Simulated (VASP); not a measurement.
# BaO (Fm-3m) in VASP: a series of runs

BaO is run at these levels: PBEsol; tasks: single point, relaxation of cell and atoms.

Everything below comes from runs of VASP 6.6.1. Logs are shortened: lines on timing, memory, paths and dates and some standing lists are left out, and cuts for length are marked.

## Step 1: The cell of the first run

It takes space group Fm-3m (No. 225, cubic). The conventional cell has a = 5.491 Å, b = 5.491 Å, c = 5.491 Å, α = 90.00°, β = 90.00°, γ = 90.00°. Ba (site symmetry m-3m) has 6 O at 2.75 Å within 3.6 Å. O (site symmetry m-3m) has 6 Ba at 2.75 Å within 3.6 Å.

## Step 2: Single point, PBEsol

Input file INCAR:

```
SYSTEM = BaO
PREC = Accurate ; ENCUT = 600
EDIFF = 1E-6 ; ISMEAR = 0
SIGMA = 0.01 ; LREAL = .FALSE.
LASPH = .TRUE. ; NELM = 120
ALGO = Normal ; ISIF = 2
LWAVE = .FALSE. ; LCHARG = .TRUE.
GGA = PS ; LELF = .TRUE.
LVHAR = .TRUE. ; NBANDS = 15
GGA_COMPAT = .FALSE.
```

Input file KPOINTS:

```
Automatic mesh
0
G
  4 4 4
  0 0 0
```

Input file POSCAR:

```
BaO
1.0
    0.0000000000      2.7453059086      2.7453059086
    2.7453059086      0.0000000000      2.7453059086
    2.7453059086      2.7453059086      0.0000000000
Ba O
1 1
Direct
    0.0000000000      0.0000000000      0.0000000000
    0.5000000000      0.5000000000      0.5000000000
```

Potentials or basis: VASP PAW PBE potentials, release 64 (Ba_sv, O).

On the command line:

```
cat potpaw_PBE.64/Ba_sv/POTCAR potpaw_PBE.64/O/POTCAR > POTCAR
mpirun -np 1 vasp_std > vasp.out
```

OUTCAR:

```text
SYSTEM = BaO
   PREC = Accurate
   ENCUT = 600
   EDIFF = 1E-6
   ISMEAR = 0
   LREAL = .FALSE.
   LASPH = .TRUE.
   NELM = 120
   ISIF = 2
   GGA = PS

 ion  position               nearest neighbor table
   1  0.000  0.000  0.000-   2 2.75   2 2.75   2 2.75   2 2.75   2 2.75   2 2.75
   2  0.500  0.500  0.500-   1 2.75   1 2.75   1 2.75   1 2.75   1 2.75   1 2.75

  LATTYP: Found a face centered cubic cell.
 ALAT       =     5.4906118172

  Lattice vectors:

 A1 = (   0.0000000000,   2.7453059086,   2.7453059086)
 A2 = (   2.7453059086,   0.0000000000,   2.7453059086)
 A3 = (   2.7453059086,   2.7453059086,   0.0000000000)

Analysis of symmetry for initial positions (statically):
=====================================================================
 Subroutine PRICEL returns:
 Original cell was already a primitive cell.

 Routine SETGRP: Setting up the symmetry group for a
 face centered cubic supercell.

 Subroutine GETGRP returns: Found 48 space group operations
 (whereof 48 operations were pure point group operations)
 out of a pool of 48 trial point group operations.

The static configuration has the point symmetry O_h .

Analysis of symmetry for dynamics (positions and initial velocities):
=====================================================================
 Subroutine PRICEL returns:
 Original cell was already a primitive cell.

 Routine SETGRP: Setting up the symmetry group for a
 face centered cubic supercell.

 Subroutine GETGRP returns: Found 48 space group operations
 (whereof 48 operations were pure point group operations)
 out of a pool of 48 trial point group operations.

The dynamic configuration has the point symmetry O_h .

 Subroutine INISYM returns: Found 48 space group operations
 (whereof 48 operations are pure point group operations),
 and found     1 'primitive' translations

----------------------------------------------------------------------------------------

                                     Primitive cell

  volume of cell :      41.3811

  direct lattice vectors                    reciprocal lattice vectors
     0.000000000  2.745305909  2.745305909    -0.182129066  0.182129066  0.182129066
     2.745305909  0.000000000  2.745305909     0.182129066 -0.182129066  0.182129066
     2.745305909  2.745305909  0.000000000     0.182129066  0.182129066 -0.182129066

  length of vectors
     3.882448849  3.882448849  3.882448849     0.315456795  0.315456795  0.315456795

  position of ions in fractional coordinates (direct lattice)
     0.000000000  0.000000000  0.000000000
     0.500000000  0.500000000  0.500000000

  ion indices of the primitive-cell ions
   primitive index   ion index
                 1           1
                 2           2

----------------------------------------------------------------------------------------

 KPOINTS: Automatic mesh

Automatic generation of k-mesh.
 Grid dimensions read from file:
 generate k-points for:    4    4    4

 Generating k-lattice:

  Cartesian coordinates                     Fractional coordinates (reciprocal lattice)
    -0.045532266  0.045532266  0.045532266     0.250000000  0.000000000  0.000000000
     0.045532266 -0.045532266  0.045532266     0.000000000  0.250000000  0.000000000
     0.045532266  0.045532266 -0.045532266     0.000000000  0.000000000  0.250000000

  Length of vectors
     0.078864199  0.078864199  0.078864199

  Shift w.r.t. Gamma in fractional coordinates (k-lattice)
     0.000000000  0.000000000  0.000000000

 Subroutine IBZKPT returns following result:
 ===========================================

 Found      8 irreducible k-points:

 Following reciprocal coordinates:
            Coordinates               Weight
  0.000000  0.000000  0.000000      1.000000
  0.250000  0.000000  0.000000      8.000000
  0.500000  0.000000  0.000000      4.000000
  0.250000  0.250000  0.000000      6.000000
  0.500000  0.250000  0.000000     24.000000
 -0.250000  0.250000  0.000000     12.000000
  0.500000  0.500000  0.000000      3.000000
 -0.250000  0.500000  0.250000      6.000000
   k-points           NKPTS =      8   k-points in BZ     NKDIM =      8   number of bands    NBANDS=     15
   number of dos      NEDOS =    301   number of ions     NIONS =      2
   total plane-waves  NPLWV =  32768
   dimension x,y,z NGX =    32 NGY =   32 NGZ =   32
   dimension x,y,z NGXF=    64 NGYF=   64 NGZF=   64
   ions per type =               1   1
   NGX,Y,Z   is equivalent  to a cutoff of  13.70, 13.70, 13.70 a.u.
   NGXF,Y,Z  is equivalent  to a cutoff of  27.40, 27.40, 27.40 a.u.
 SYSTEM =  BaO
   PREC   = accura    normal or accurate (medium, high low for compatibility)
   ISTART =      0    job   : 0-new  1-cont  2-samecut
   ICHARG =      2    charge: 1-file 2-atom 10-const
   ISPIN  =      1    spin polarized calculation?
   LNONCOLLINEAR =      F non collinear calculations
   LSORBIT =      F    spin-orbit coupling
   LASPH  =      T    aspherical Exc in radial PAW
   ENCUT  =  600.0 eV  44.10 Ry    6.64 a.u.   7.75  7.75  7.75*2*pi/ulx,y,z
   NELM   =    120;   NELMIN=  2; NELMDL= -5     # of ELM steps
   EDIFF  = 0.1E-05   stopping-criterion for ELM
   LREAL  =      F    real-space projection
   EDIFFG = 0.1E-04   stopping-criterion for IOM
   NSW    =      0    number of steps for IOM
   IBRION =     -1    ionic relax: 0-MD 1-quasi-New 2-CG
   NFREE  =      0    steps in history (QN), initial steepest desc. (CG)
   ISIF   =      2    stress and relaxation
   ISYM   =      2    0-nonsym 1-usesym 2-fastsym
   POTIM  = 0.5000    time-step for ionic-motion
   TEBEG  =    0.0;   TEEND  =   0.0 temperature during run
   PSTRESS=    0.0 pullay stress
   NELECT =      16.0000    total number of electrons
   NUPDOWN=      -1.0000    fix difference up-down
   EMIN   =  10.00;   EMAX   =-10.00  energy-range for DOS
   EFERMI =   0.00;   METHOD = LEGACY
   ISMEAR =     0;   SIGMA  =   0.01  broadening in eV -4-tet -1-fermi 0-gaus
   EFERMI_NEDOS =   21; number of points for ismear=-14 and -15
   IALGO  =     38    algorithm
   IMIX   =      4    mixing-type and parameters
     AMIX     =   0.40;   BMIX     =  1.00
     AMIX_MAG =   1.60;   BMIX_MAG =  1.00
  volume/ion in A,a.u.               =      20.69       139.63
  Fermi-wavevector in a.u.,A,eV,Ry     =   1.192653  2.253787 19.353213  1.422421
  Thomas-Fermi vector in A             =   2.328686
   LORBIT       =      0    0 simple, 1 ext, 2 COOP (PROOUT), +10 PAW based schemes
   GGA     = PS    functional components
   LHFCALC =     F    Hartree Fock is set to
   AEXX    =    0.0000 exact exchange contribution
   IVDW    =     0    specifies the selected vdW correction
   LEPSILON=     F    determine dielectric tensor
   LRPA    =     F    only Hartree local field effects (RPA)
 non-spin polarized calculation
 Gauss-broadening in eV      SIGMA  =   0.01
  energy-cutoff  :      600.00
  volume of cell :       41.38
 maximum number of plane-waves:      1411
 NGX is ok and might be reduce to    32
   NGX = 15   NGY = 15   NGZ = 15

 number of electron      15.9999997 magnetization

 Free energy of the ion-electron system (eV)
  ---------------------------------------------------
  ext. energy  EPLUGINS =         0.00000000
  ---------------------------------------------------
  free energy    TOTEN  =       -12.39102933 eV

  energy without entropy =      -12.39102933  energy(sigma->0) =      -12.39102933

 E-fermi :   1.9760     XC(G=0):  -9.9762

 val. band max:        1.9030894034   @ k =   0.5000   0.5000   0.0000
 cond. band min:       3.6667889340   @ k =   0.5000   0.5000   0.0000
 fundamental gap:      1.7636995307
 Fermi energy:         1.9759660969

 k-point     1 :       0.0000    0.0000    0.0000
  band No.  band energies     occupation
      1     -23.9577      2.00000
      2     -13.1069      2.00000
      3      -8.3925      2.00000
      4      -8.3925      2.00000
      5      -8.3925      2.00000
      6       1.4778      2.00000
      7       1.4778      2.00000
      8       1.4778      2.00000
      9       5.3706      0.00000
     10       6.5063      0.00000
     11       6.5063      0.00000
     12       6.5063      0.00000
     13       8.8618      0.00000
     14       8.8619      0.00000
     15      11.6631      0.00000

 k-point     2 :       0.2500    0.0000    0.0000
  band No.  band energies     occupation
      1     -23.8148      2.00000
      2     -13.5143      2.00000
      3      -8.5148      2.00000
      4      -8.4582      2.00000
      5      -8.4582      2.00000
      6       0.4592      2.00000
      7       0.8099      2.00000
      8       0.8099      2.00000
      9       6.2707      0.00000
     10       7.6281      0.00000
     11       7.6281      0.00000
     12       7.6670      0.00000
     13      10.3251      0.00000
     14      10.3251      0.00000
     15      14.8463      0.00000

 k-point     3 :       0.5000    0.0000    0.0000
  band No.  band energies     occupation
      1     -23.6635      2.00000
      2     -13.9237      2.00000
      3      -8.6193      2.00000
      4      -8.5206      2.00000
      5      -8.5206      2.00000
      6      -0.2660      2.00000
      7       0.2713      2.00000
      8       0.2713      2.00000
      9       6.7803      0.00000
     10       9.1143      0.00000
     11       9.1143      0.00000
     12      10.0418      0.00000
     13      12.6243      0.00000
     14      12.6243      0.00000
     15      15.3259      0.00000
[... 55 lines left out ...]
 k-point     7 :       0.5000    0.5000    0.0000
  band No.  band energies     occupation
      1     -23.5862      2.00000
      2     -13.3124      2.00000
      3     -10.0273      2.00000
      4      -9.0375      2.00000
      5      -9.0375      2.00000
      6       1.6997      2.00000
      7       1.6997      2.00000
      8       1.9031      2.00000
      9       3.6668      0.00000
     10       7.9223      0.00000
     11      10.9106      0.00000
     12      11.2739      0.00000
     13      11.8417      0.00000
     14      11.8417      0.00000
     15      15.3772      0.00000

 k-point     8 :      -0.2500    0.5000    0.2500
  band No.  band energies     occupation
      1     -23.5799      2.00000
      2     -13.5311      2.00000
      3      -9.5682      2.00000
      4      -9.5682      2.00000
      5      -8.4612      2.00000
      6       0.4361      2.00000
      7       1.6717      2.00000
      8       1.6717      2.00000
      9       6.4112      0.00000
     10       6.4112      0.00000
     11       8.8221      0.00000
     12      11.8381      0.00000
     13      11.8660      0.00000
     14      13.8189      0.00000
     15      15.2758      0.00000

------------------------ aborting loop because EDIFF is reached ----------------------------------------

  FORCE on cell =-STRESS in cart. coord.  units (eV):
  Direction    XX          YY          ZZ          XY          YZ          ZX
  --------------------------------------------------------------------------------------
  -------------------------------------------------------------------------------------
  Total        0.4805852      0.4805852      0.4805852      0.0000000      0.0000000     -0.0000000
  in kB       18.6071007     18.6071007     18.6071007      0.0000000      0.0000000     -0.0000000
  external PRESSURE =      18.6071007 kB  Pullay stress =       0.0000000 kB

 VOLUME and BASIS-vectors are now :
 -----------------------------------------------------------------------------
  energy-cutoff  :      600.00
  volume of cell :       41.38
      direct lattice vectors                 reciprocal lattice vectors
     0.000000000  2.745305909  2.745305909    -0.182129066  0.182129066  0.182129066
     2.745305909  0.000000000  2.745305909     0.182129066 -0.182129066  0.182129066
     2.745305909  2.745305909  0.000000000     0.182129066  0.182129066 -0.182129066

 POSITION                                       TOTAL-FORCE (eV/Angst)
 -----------------------------------------------------------------------------------
      0.00000      0.00000      0.00000         0.000000      0.000000      0.000000
      2.74531      2.74531      2.74531        -0.000000     -0.000000     -0.000000
 -----------------------------------------------------------------------------------
    total drift:                                0.000000     -0.000000      0.000000

  FREE ENERGIE OF THE ION-ELECTRON SYSTEM (eV)
  ---------------------------------------------------
  free  energy   TOTEN  =       -12.3910293344 eV

  energy  without entropy=      -12.3910293344  energy(sigma->0) =      -12.39102933
```

Run time: 5.8 s. Hardware: 1 thread of AMD EPYC 9R14 (Zen 4), shared host; peak memory 0.14 GiB.

What came out:

```
Free energy            : -12.3910 eV
Pressure               : 1.9 GPa
Band gap on the k mesh : 1.76 eV, direct
```

Caveat: the k points lie up to 0.50 Å⁻¹ apart; the PAW data sets were made with another functional, which shifts forces and pressure a little; spin-orbit coupling is left out, which moves the levels of the heavy elements. A k mesh can miss the band edges.

## Step 3: Relaxation of cell and atoms, PBEsol

This run uses another cell than the first one, of 20.80 Å³/atom, 1.005 times its volume.

Input file INCAR:

```
SYSTEM = BaO
PREC = Accurate
ENCUT = 600
EDIFF = 1E-7
ISMEAR = 0
SIGMA = 0.01
LREAL = .FALSE.
LASPH = .TRUE.
NELM = 120
ALGO = Normal
ISIF = 3
LWAVE = .FALSE.
LCHARG = .FALSE.
GGA = PS
IBRION = 2
NSW = 80
EDIFFG = -0.02
GGA_COMPAT = .FALSE.
NELMIN = 4
```

KPOINTS is that of step 2.

Input file POSCAR:

```
BaO
1.0
    0.0000000000      2.7500000000      2.7500000000
    2.7500000000      0.0000000000      2.7500000000
    2.7500000000      2.7500000000      0.0000000000
Ba O
1 1
Direct
    0.0000000000      0.0000000000      0.0000000000
    0.5000000000      0.5000000000      0.5000000000
```

Potentials or basis: VASP PAW PBE potentials, release 64 (Ba_sv, O).

On the command line:

```
cat potpaw_PBE.64/Ba_sv/POTCAR potpaw_PBE.64/O/POTCAR > POTCAR
mpirun -np 1 vasp_std > vasp.out
```

It took 12 s on 1 thread of AMD EPYC 9R14 (Zen 4), shared host; peak memory 0.15 GiB.

Results (log left out):

* Free energy: -12.3966 eV
* Relaxed volume: 21.17 Å³/atom
* Relaxed cell: a = 3.912 Å, b = 3.912 Å, c = 3.912 Å, α = 60.00°, β = 60.00°, γ = 60.00°
* Space group after relaxing (to 0.05 Å): Fm-3m (No. 225)
* Energy gained by relaxing: 1.6 meV/atom
* Ionic steps: 3
* Pressure after relaxing: 0.0 GPa
* Band gap on the k mesh: 1.85 eV, direct

Step by step:
| step | energy change (eV) | largest force (eV/Å) | pressure (GPa) | volume (Å³) |
| --- | --- | --- | --- | --- |
| 1 | 0.0000 | 0.0000 | 1.42 | 41.59 |
| 2 | -0.0025 | 0.0000 | -0.65 | 42.72 |
| 3 | -0.0033 | 0.0000 | 0.00 | 42.34 |

Final structure:
```
CELL_PARAMETERS angstrom
0.00000 2.76642 2.76642
2.76642 0.00000 2.76642
2.76642 2.76642 0.00000
ATOMIC_POSITIONS crystal
Ba 0.00000 0.00000 0.00000
O 0.50000 0.50000 0.50000
```

Levels at points of the mesh, in eV from the valence-band top:
```
           k point  band 4  band 5  band 6  band 7  band 8  band 9  band 10  band 11  band 12
(0.00, 0.00, 0.00)  -10.33  -10.33   -0.36   -0.36   -0.36    3.38     4.63     4.63     4.63
(0.50, 0.00, 0.00)  -10.45  -10.45   -2.07   -1.52   -1.52    4.86     7.15     7.15     8.02
(0.50, 0.50, 0.00)  -10.93  -10.93   -0.17   -0.17    0.00    1.85     5.93     8.91     9.23
```

Caveat: the k points lie up to 0.49 Å⁻¹ apart in the final cell; the PAW data sets were made with another functional, which shifts forces and pressure a little; spin-orbit coupling is left out, which moves the levels of the heavy elements.
